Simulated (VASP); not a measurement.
# InP (I4/mmm) in VASP: single point with PBE

Aim: the single point of InP with PBE.

Program: VASP 6.6.1. These are calculated values, not measurements. Logs are shortened: lines on timing, memory, paths and dates and some standing lists are left out, and cuts for length are marked.

**1. The cell of the first run**

The structure is tetragonal, space group I4/mmm (No. 139). The conventional cell has a = 3.976 Å, b = 3.976 Å, c = 5.374 Å, α = 90.00°, β = 90.00°, γ = 90.00°. Within 3.5 Å of In (site symmetry 4/mmm) lie 6 P at 2.69 to 2.81 Å. Within 3.5 Å of P (site symmetry 4/mmm) lie 6 In at 2.69 to 2.81 Å.

**2. Single point, PBE (strain +0.015 along x and y, -0.030 along z)**

File INCAR:

```
PREC     = Accurate       # precision mode
ENCUT    = 520            # plane-wave cutoff, eV
EDIFF    = 1E-7           # SCF threshold, eV
ISMEAR   = 0              # smearing method
SIGMA    = 0.15           # smearing width, eV
LREAL    = False          # projectors in reciprocal space
LASPH    = True           # aspherical terms in the spheres
NELM     = 80             # most SCF steps
ALGO     = Normal         # electronic algorithm
ISIF     = 2              # what is computed and relaxed
LWAVE    = False          # write WAVECAR
LCHARG   = False          # write CHGCAR
GGA      = PE             # functional
NBANDS   = 16             # bands
```

File KPOINTS:

```
Automatic mesh
0
Gamma
  18 18 18
```

File POSCAR:

```
InP
1.0
    0.0000000000      2.8117128208      2.6870556022
    2.8117128208      0.0000000000      2.6870556022
    2.8117128208      2.8117128208      0.0000000000
In P
1 1
Direct
    0.0000000000      0.0000000000      0.0000000000
    0.5000000000      0.5000000000      0.5000000000
```

Potentials or basis: VASP PAW PBE potentials, release 64 (In_d, P).

Run with:

```console
$ cat potpaw_PBE.64/In_d/POTCAR potpaw_PBE.64/P/POTCAR > POTCAR
$ mpirun -np 1 vasp_std > vasp.out
```

OUTCAR:

```text
PREC = Accurate
   ENCUT = 520
   EDIFF = 1E-7
   ISMEAR = 0
   LREAL = False
   LASPH = True
   NELM = 80
   ISIF = 2
   GGA = PE

 ion  position               nearest neighbor table
   1  0.000  0.000  0.000-   2 2.69   2 2.69   2 2.81   2 2.81   2 2.81   2 2.81
   2  0.500  0.500  0.500-   1 2.69   1 2.69   1 2.81   1 2.81   1 2.81   1 2.81

  LATTYP: Found a body centered tetragonal cell.
 ALAT       =     3.9763624047
 C/A-ratio  =     1.3515144389

  Lattice vectors:

 A1 = (   0.0000000000,  -2.8117128208,  -2.6870556022)
 A2 = (   0.0000000000,   2.8117128208,  -2.6870556022)
 A3 = (   2.8117128208,   0.0000000000,   2.6870556022)

Analysis of symmetry for initial positions (statically):
=====================================================================
 Subroutine PRICEL returns:
 Original cell was already a primitive cell.

 Routine SETGRP: Setting up the symmetry group for a
 body centered tetragonal supercell.

 Subroutine GETGRP returns: Found 16 space group operations
 (whereof 16 operations were pure point group operations)
 out of a pool of 16 trial point group operations.

The static configuration has the point symmetry D_4h.

Analysis of symmetry for dynamics (positions and initial velocities):
=====================================================================
 Subroutine PRICEL returns:
 Original cell was already a primitive cell.

 Routine SETGRP: Setting up the symmetry group for a
 body centered tetragonal supercell.

 Subroutine GETGRP returns: Found 16 space group operations
 (whereof 16 operations were pure point group operations)
 out of a pool of 16 trial point group operations.

The dynamic configuration has the point symmetry D_4h.

 Subroutine INISYM returns: Found 16 space group operations
 (whereof 16 operations are pure point group operations),
 and found     1 'primitive' translations

----------------------------------------------------------------------------------------

                                     Primitive cell

  volume of cell :      42.4863

  direct lattice vectors                    reciprocal lattice vectors
     0.000000000  2.811712821  2.687055602    -0.177827549  0.177827549  0.186077281
     2.811712821  0.000000000  2.687055602     0.177827549 -0.177827549  0.186077281
     2.811712821  2.811712821  0.000000000     0.177827549  0.177827549 -0.186077281

  length of vectors
[... 82 lines left out ...]
   EDIFF  = 0.1E-06   stopping-criterion for ELM
   LREAL  =      F    real-space projection
   EDIFFG = 0.1E-05   stopping-criterion for IOM
   NSW    =      0    number of steps for IOM
   IBRION =     -1    ionic relax: 0-MD 1-quasi-New 2-CG
   NFREE  =      0    steps in history (QN), initial steepest desc. (CG)
   ISIF   =      2    stress and relaxation
   ISYM   =      2    0-nonsym 1-usesym 2-fastsym
   POTIM  = 0.5000    time-step for ionic-motion
   TEBEG  =    0.0;   TEEND  =   0.0 temperature during run
   PSTRESS=    0.0 pullay stress
   NELECT =      18.0000    total number of electrons
   NUPDOWN=      -1.0000    fix difference up-down
   EMIN   =  10.00;   EMAX   =-10.00  energy-range for DOS
   EFERMI =   0.00;   METHOD = LEGACY
   ISMEAR =     0;   SIGMA  =   0.15  broadening in eV -4-tet -1-fermi 0-gaus
   EFERMI_NEDOS =   21; number of points for ismear=-14 and -15
   IALGO  =     38    algorithm
   IMIX   =      4    mixing-type and parameters
     AMIX     =   0.40;   BMIX     =  1.00
     AMIX_MAG =   1.60;   BMIX_MAG =  1.00
  volume/ion in A,a.u.               =      21.24       143.36
  Fermi-wavevector in a.u.,A,eV,Ry     =   1.229559  2.323530 20.569506  1.511816
  Thomas-Fermi vector in A             =   2.364442
   LORBIT       =      0    0 simple, 1 ext, 2 COOP (PROOUT), +10 PAW based schemes
   GGA     = PE    functional components
   LHFCALC =     F    Hartree Fock is set to
   AEXX    =    0.0000 exact exchange contribution
   IVDW    =     0    specifies the selected vdW correction
   LEPSILON=     F    determine dielectric tensor
   LRPA    =     F    only Hartree local field effects (RPA)
 non-spin polarized calculation
 Gauss-broadening in eV      SIGMA  =   0.15
  energy-cutoff  :      520.00
  volume of cell :       42.49
 maximum number of plane-waves:      1170
 NGX is ok and might be reduce to    30
   NGX = 15   NGY = 15   NGZ = 15

 number of electron      18.0000008 magnetization

 Free energy of the ion-electron system (eV)
  ---------------------------------------------------
  ext. energy  EPLUGINS =         0.00000000
  ---------------------------------------------------
  free energy    TOTEN  =        -7.90026109 eV

  energy without entropy =       -7.88625931  energy(sigma->0) =       -7.89326020

 E-fermi :   7.0325     XC(G=0): -10.3902

 val. band max:        7.0311134203   @ k =   0.3333  -0.0000   0.0000
 cond. band min:       7.0352670107   @ k =  -0.4444   0.1111   0.4444
 fundamental gap:      0.0041535904
 Fermi energy:         7.0325398794

 k-point     1 :       0.0000    0.0000    0.0000
  band No.  band energies     occupation
      1      -7.2099      2.00000
      2      -7.1894      2.00000
      3      -7.1810      2.00000
      4      -7.1810      2.00000
      5      -7.1576      2.00000
      6      -4.9766      2.00000
[... 433 lines left out ...]
      3      -7.1777      2.00000
      4      -7.1433      2.00000
      5      -7.1293      2.00000
      6      -4.2477      2.00000
[... 8 lines left out ...]
     15      15.8769      0.00000
     16      16.3677      0.00000

 [... further k-points ...]

------------------------ aborting loop because EDIFF is reached ----------------------------------------

  FORCE on cell =-STRESS in cart. coord.  units (eV):
  Direction    XX          YY          ZZ          XY          YZ          ZX
  --------------------------------------------------------------------------------------
  -------------------------------------------------------------------------------------
  Total       -0.3891486     -0.3891486      1.0294342      0.0000000     -0.0000000     -0.0000000
  in kB      -14.6749784    -14.6749784     38.8204532      0.0000000     -0.0000000     -0.0000000
  external PRESSURE =       3.1568321 kB  Pullay stress =       0.0000000 kB

 VOLUME and BASIS-vectors are now :
 -----------------------------------------------------------------------------
  energy-cutoff  :      520.00
  volume of cell :       42.49
      direct lattice vectors                 reciprocal lattice vectors
     0.000000000  2.811712821  2.687055602    -0.177827549  0.177827549  0.186077281
     2.811712821  0.000000000  2.687055602     0.177827549 -0.177827549  0.186077281
     2.811712821  2.811712821  0.000000000     0.177827549  0.177827549 -0.186077281

 POSITION                                       TOTAL-FORCE (eV/Angst)
 -----------------------------------------------------------------------------------
      0.00000      0.00000      0.00000         0.000000     -0.000000      0.000000
      2.81171      2.81171      2.68706        -0.000000      0.000000     -0.000000
 -----------------------------------------------------------------------------------
    total drift:                               -0.000000      0.000000      0.000000

  FREE ENERGIE OF THE ION-ELECTRON SYSTEM (eV)
  ---------------------------------------------------
  free  energy   TOTEN  =        -7.9002610888 eV

  energy  without entropy=       -7.8862593105  energy(sigma->0) =       -7.89326020
```

Run time: 5.7 min. Hardware: 1 thread of Intel Xeon Platinum 8488C (Sapphire Rapids), shared host; peak memory 0.42 GiB.

Results:

```
Free energy            : -7.9003 eV
Pressure               : 0.3 GPa
Band gap on the k mesh : zero (bands 9 and 10 overlap by 2.77 eV)
```

Caveat: the cell differs from its parent crystal (strain +0.015 along x and y, -0.030 along z); spin-orbit coupling is left out, which moves the levels of the heavy elements.
